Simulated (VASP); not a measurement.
# Al3BN2 (P3m1) in VASP: relaxation of cell and atoms with PBE

Aim: the relaxation of cell and atoms of Al3BN2 with PBE.

Program: VASP 6.6.1. These are calculated values, not measurements. Logs are shortened: lines on timing, memory, paths and dates and some standing lists are left out, and cuts for length are marked.

## (1) The cell of the first run

Symmetry: P3m1, No. 156, trigonal system. Conventional cell: a = 3.230 Å, b = 3.230 Å, c = 7.910 Å, α = 90.00°, β = 90.00°, γ = 120.00°. Al (site symmetry 3m) has 4 N at 1.98 Å within 2.6 Å. Al (site symmetry 3m) has 1 B at 1.98 Å and 3 N at 1.98 Å within 2.6 Å. Al (site symmetry 3m) has 1 N at 1.98 Å and 3 B at 1.98 Å within 2.6 Å. B (site symmetry 3m) has 4 Al at 1.98 Å within 2.6 Å. Within 2.6 Å of N (site symmetry 3m) lie 4 Al at 1.98 Å. Within 2.6 Å of N (site symmetry 3m) lie 4 Al at 1.98 Å.

## (2) Relaxation of cell and atoms, PBE

INCAR

```
  PREC = Accurate
  ENCUT = 600
  EDIFF = 1E-7
  ISMEAR = 0
  SIGMA = 0.15
  LREAL = F
  LASPH = T
  NELM = 120
  ALGO = Normal
  ISIF = 3
  LWAVE = F
  LCHARG = F
  GGA = PE
  IBRION = 2
  NSW = 36
  EDIFFG = -0.08
  GGA_COMPAT = F
  NELMIN = 4
```

KPOINTS

```
Automatic mesh
0
Gamma
  4 4 2
```

POSCAR

```
Al3BN2
1.0
    3.2300000000      0.0000000000      0.0000000000
   -1.6150000000      2.7972620500      0.0000000000
    0.0000000000      0.0000000000      7.9100000000
Al B N
3 1 2
Direct
    0.6666666700      0.3333333300      0.6667000000
    0.0000000000      0.0000000000      0.0000000000
    0.3333333300      0.6666666700      0.3333000000
    0.0000000000      0.0000000000      0.2500000000
    0.6666666700      0.3333333300      0.9167000000
    0.3333333300      0.6666666700      0.5833000000
```

Potentials or basis: VASP PAW PBE potentials, release 64 (Al, B, N).

Started as:

```sh
$ cat potpaw_PBE.64/Al/POTCAR potpaw_PBE.64/B/POTCAR potpaw_PBE.64/N/POTCAR > POTCAR
$ mpirun -np 1 vasp_std > vasp.out
```

OUTCAR:

```text
PREC = Accurate
   ENCUT = 600
   EDIFF = 1E-7
   ISMEAR = 0
   LREAL = F
   LASPH = T
   NELM = 120
   ISIF = 3
   GGA = PE
   IBRION = 2
   NSW = 36
   EDIFFG = -0.08
   NELMIN = 4

 ion  position               nearest neighbor table
   1  0.667  0.333  0.667-   5 1.98   6 1.98   6 1.98   6 1.98   2 3.23   2 3.23   2 3.23   3 3.23
                             3 3.23   3 3.23
   2  0.000  0.000  0.000-   4 1.98   5 1.98   5 1.98   5 1.98   3 3.23   1 3.23   1 3.23   3 3.23
                             1 3.23   3 3.23
   3  0.333  0.667  0.333-   6 1.98   4 1.98   4 1.98   4 1.98   2 3.23   2 3.23   2 3.23   1 3.23
                             1 3.23   1 3.23
   4  0.000  0.000  0.250-   2 1.98   3 1.98   3 1.98   3 1.98
   5  0.667  0.333  0.917-   1 1.98   2 1.98   2 1.98   2 1.98
   6  0.333  0.667  0.583-   3 1.98   1 1.98   1 1.98   1 1.98

  LATTYP: Found a hexagonal cell.
 ALAT       =     3.2300000000
 C/A-ratio  =     2.4489164087

  Lattice vectors:

 A1 = (   3.2300000000,   0.0000000000,   0.0000000000)
 A2 = (  -1.6150000000,   2.7972620500,   0.0000000000)
 A3 = (   0.0000000000,   0.0000000000,   7.9100000000)

Analysis of symmetry for initial positions (statically):
=====================================================================
 Subroutine PRICEL returns:
 Original cell was already a primitive cell.

 Routine SETGRP: Setting up the symmetry group for a
 hexagonal supercell.

 Subroutine GETGRP returns: Found  6 space group operations
 (whereof  6 operations were pure point group operations)
 out of a pool of 24 trial point group operations.

The static configuration has the point symmetry C_3v.

Analysis of symmetry for dynamics (positions and initial velocities):
=====================================================================
 Subroutine PRICEL returns:
 Original cell was already a primitive cell.

 Routine SETGRP: Setting up the symmetry group for a
 hexagonal supercell.

 Subroutine GETGRP returns: Found  6 space group operations
 (whereof  6 operations were pure point group operations)
 out of a pool of 24 trial point group operations.

The dynamic configuration has the point symmetry C_3v.

 Subroutine INISYM returns: Found  6 space group operations
 (whereof  6 operations are pure point group operations),
 and found     1 'primitive' translations

----------------------------------------------------------------------------------------

[... 91 lines left out ...]
   POTIM  = 0.5000    time-step for ionic-motion
   TEBEG  =    0.0;   TEEND  =   0.0 temperature during run
   PSTRESS=    0.0 pullay stress
   NELECT =      22.0000    total number of electrons
   NUPDOWN=      -1.0000    fix difference up-down
   EMIN   =  10.00;   EMAX   =-10.00  energy-range for DOS
   EFERMI =   0.00;   METHOD = LEGACY
   ISMEAR =     0;   SIGMA  =   0.15  broadening in eV -4-tet -1-fermi 0-gaus
   EFERMI_NEDOS =   21; number of points for ismear=-14 and -15
   IALGO  =     38    algorithm
   IMIX   =      4    mixing-type and parameters
     AMIX     =   0.40;   BMIX     =  1.00
     AMIX_MAG =   1.60;   BMIX_MAG =  1.00
  volume/ion in A,a.u.               =      11.91        80.38
  Fermi-wavevector in a.u.,A,eV,Ry     =   1.105380  2.088866 16.624487  1.221865
  Thomas-Fermi vector in A             =   2.241866
   LORBIT       =      0    0 simple, 1 ext, 2 COOP (PROOUT), +10 PAW based schemes
   GGA     = PE    functional components
   LHFCALC =     F    Hartree Fock is set to
   AEXX    =    0.0000 exact exchange contribution
   IVDW    =     0    specifies the selected vdW correction
   LEPSILON=     F    determine dielectric tensor
   LRPA    =     F    only Hartree local field effects (RPA)
 conjugate gradient relaxation of ions
 non-spin polarized calculation
 Gauss-broadening in eV      SIGMA  =   0.15
  energy-cutoff  :      600.00
  volume of cell :       71.47
 maximum number of plane-waves:      2431
 NGX is ok and might be reduce to    28
   NGX = 13   NGY = 13   NGZ = 31

--------------------------------------- Ionic step        1  -------------------------------------------

 number of electron      21.9999999 magnetization

 Free energy of the ion-electron system (eV)
  ---------------------------------------------------
  ext. energy  EPLUGINS =         0.00000000
  ---------------------------------------------------
  free energy    TOTEN  =       -36.85823360 eV

  energy without entropy =      -36.81537665  energy(sigma->0) =      -36.83680513

------------------------ aborting loop because EDIFF is reached ----------------------------------------

  FORCE on cell =-STRESS in cart. coord.  units (eV):
  Direction    XX          YY          ZZ          XY          YZ          ZX
  --------------------------------------------------------------------------------------
  -------------------------------------------------------------------------------------
  Total       -0.2246361     -0.2246361      3.0045246      0.0000000     -0.0000000     -0.0000000
  in kB       -5.0359092     -5.0359092     67.3556741      0.0000000     -0.0000000     -0.0000000
  external PRESSURE =      19.0946185 kB  Pullay stress =       0.0000000 kB
[... 101 lines left out ...]
  FREE ENERGIE OF THE ION-ELECTRON SYSTEM (eV)
  ---------------------------------------------------
  free  energy   TOTEN  =       -37.6472663811 eV

  energy  without entropy=      -37.5931609456  energy(sigma->0) =      -37.62021366

[... ionic steps 4 to 7 ...]

--------------------------------------- Ionic step        8  -------------------------------------------

 number of electron      22.0000002 magnetization

------------------------ aborting loop because EDIFF is reached ----------------------------------------
[... 75 lines left out ...]
--------------------------------------- Ionic step       10  -------------------------------------------

 number of electron      22.0000003 magnetization

 Free energy of the ion-electron system (eV)
  ---------------------------------------------------
  ext. energy  EPLUGINS =         0.00000000
  ---------------------------------------------------
  free energy    TOTEN  =       -38.17205468 eV

  energy without entropy =      -38.15228463  energy(sigma->0) =      -38.16216966

 E-fermi :   6.2517     XC(G=0): -10.4886

 val. band max:        5.7965363976   @ k =   0.2500   0.2500   0.0000
 cond. band min:       6.3438088037   @ k =   0.2500   0.0000   0.5000
 fundamental gap:      0.5472724060
 Fermi energy:         6.2517104454

 k-point     1 :       0.0000    0.0000    0.0000
  band No.  band energies     occupation
      1      -9.8210      2.00000
      2      -8.6600      2.00000
      3      -3.5825      2.00000
      4       0.3491      2.00000
      5       0.7344      2.00000
      6       4.2902      2.00000
      7       4.2902      2.00000
      8       4.9638      2.00000
      9       4.9638      2.00000
     10       5.1135      2.00000
     11       8.4304      0.00000
     12      10.0946      0.00000
     13      10.0946      0.00000
     14      11.7257      0.00000
[... 158 lines left out ...]
  FREE ENERGIE OF THE ION-ELECTRON SYSTEM (eV)
  ---------------------------------------------------
  free  energy   TOTEN  =       -38.1720546813 eV

  energy  without entropy=      -38.1522846312  energy(sigma->0) =      -38.16216966

 reached required accuracy - stopping structural energy minimisation
```

OSZICAR:

```text
N       E                     dE             d eps       ncg     rms          rms(c)
DAV:   1     0.767673139379E+02    0.76767E+02   -0.10733E+04   240   0.141E+03
DAV:   2    -0.354151750526E+02   -0.11218E+03   -0.10992E+03   331   0.236E+02
DAV:   3    -0.416030663295E+02   -0.61879E+01   -0.61561E+01   303   0.677E+01
[... 107 lines left out ...]
DAV:   5    -0.381720536560E+02    0.16302E-04   -0.72951E-05   275   0.709E-02    0.114E-02
DAV:   6    -0.381720545942E+02   -0.93823E-06   -0.15091E-05   303   0.292E-02    0.768E-03
DAV:   7    -0.381720548471E+02   -0.25285E-06   -0.71964E-07   296   0.743E-03    0.421E-03
DAV:   8    -0.381720546604E+02    0.18674E-06   -0.14950E-06   296   0.897E-03    0.981E-04
DAV:   9    -0.381720546813E+02   -0.20980E-07   -0.10835E-07   156   0.291E-03
  10 F= -.38172055E+02 E0= -.38162170E+02  d E =-.476073E-02
```

CONTCAR:

```text
Al3BN2
   1.00000000000000
     3.0942808276849534    0.0000000000000000   -0.0000000000000000
    -1.5471404138424767    2.6797257995208321    0.0000000000000000
     0.0000000000000000   -0.0000000000000000    8.5295290296224291
  Al              B               N
     3     1     2
Direct
     0.6666666699999979    0.3333333300000021    0.6761408948720121
     0.0000000000000000    0.0000000000000000    0.9759151675607476
     0.3333333300000021    0.6666666699999979    0.3776652678536863
     0.0000000000000000    1.0000000000000000    0.2270365541668474
     0.6666666699999979    0.3333333300000021    0.8953546102137081
     0.3333333300000021    0.6666666699999979    0.5978875053329985

  0.00000000E+00  0.00000000E+00  0.00000000E+00
  0.00000000E+00  0.00000000E+00  0.00000000E+00
  0.00000000E+00  0.00000000E+00  0.00000000E+00
  0.00000000E+00  0.00000000E+00  0.00000000E+00
  0.00000000E+00  0.00000000E+00  0.00000000E+00
  0.00000000E+00  0.00000000E+00  0.00000000E+00
```

Run time: 65 s. Hardware: 1 thread of AMD EPYC 9R45 (Zen 5), shared host; peak memory 0.18 GiB.

Results:

- Free energy: -38.1721 eV
- Relaxed volume: 11.79 Å³/atom
- Relaxed cell: a = 3.094 Å, b = 3.094 Å, c = 8.530 Å, α = 90.00°, β = 90.00°, γ = 120.00°
- Space group after relaxing (to 0.1 Å): P3m1 (No. 156)
- Energy gained by relaxing: 219.0 meV/atom
- Ionic steps: 10
- Pressure after relaxing: 0.3 GPa
- Largest force after relaxing: 0.060 eV/Å
- Band gap on the k mesh: zero (bands 11 and 12 overlap by 4.04 eV)

Forces in eV/Å, atoms in the order of the input:
```
Al   0.000  0.000 -0.048
Al   0.000  0.000  0.012
Al   0.000  0.000 -0.060
B    0.000  0.000  0.051
N    0.000  0.000  0.019
N    0.000  0.000  0.025
```

The path:
| step | energy change (eV) | largest force (eV/Å) | pressure (GPa) | volume (Å³) |
| --- | --- | --- | --- | --- |
| 1 | 0.0000 | 3.2750 | 1.91 | 71.47 |
| 2 | -0.6734 | 1.3695 | -2.16 | 72.93 |
| 3 | -0.7890 | 1.9489 | -3.76 | 73.80 |
| 4 | -1.2226 | 1.1937 | 0.08 | 71.20 |
| 5 | -1.2404 | 1.1381 | 1.29 | 70.63 |
| 6 | -1.2805 | 0.9719 | -0.39 | 71.26 |
| 7 | -1.2944 | 0.6101 | 0.11 | 71.06 |
| 8 | -1.3073 | 0.2309 | -0.88 | 71.24 |
| 9 | -1.3091 | 0.2199 | -0.65 | 71.19 |
| 10 | -1.3138 | 0.0599 | 0.25 | 70.73 |

Final structure:
```yaml
crystal:
  lattice:
    - [3.09428, 0.00000, 0.00000]
    - [-1.54714, 2.67973, 0.00000]
    - [0.00000, 0.00000, 8.52953]
  atoms:
    - { symbol: Al, position: [0.66667, 0.33333, 0.67614] }
    - { symbol: Al, position: [0.00000, 0.00000, 0.97592] }
    - { symbol: Al, position: [0.33333, 0.66667, 0.37767] }
    - { symbol: B, position: [0.00000, 0.00000, 0.22704] }
    - { symbol: N, position: [0.66667, 0.33333, 0.89535] }
    - { symbol: N, position: [0.33333, 0.66667, 0.59789] }
```

Caveat: the k points lie up to 0.59 Å⁻¹ apart in the final cell, too coarse for converged energies and pressures of a metal; the relaxation stopped at a loose force limit of 0.08 eV/Å, so its end isn't a converged minimum.
